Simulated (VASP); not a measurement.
Runs of VASP 6.6.1 on Cs. The structure is that of space group Fd-3m (No. 227), or close to it. The cells are those of the table. This isn't the form of Cs at room conditions, which is bcc.

```tsv
cell	gap on the mesh (eV)	pressure (GPa)
a = 6.674 Å, angles 60.0°, 2 atoms	none	(a)
a = 7.589 Å, angles 60.0°, 2 atoms	-	0.0
a = 5.728 Å, angles 60.0°, 2 atoms	none	1.6
a = 6.329 Å, angles 60.0°, 2 atoms	-	0.5
```

Alike in all rows: task single point; level LDA; potentials or basis VASP PAW LDA potentials, release 64 (Cs_sv); no spin polarisation; k mesh 7 × 7 × 7; cutoff (eV) 520; smearing fermi-dirac 0.08 eV.

Fill in the values left out.

(a) 0.4.

Caveats: spin-orbit coupling is left out, which moves the levels of the heavy elements.

A k mesh can miss the band edges, and the runs leave out spin-orbit coupling on Cs.

A gap of «none» marks levels without a gap at the run's occupations.
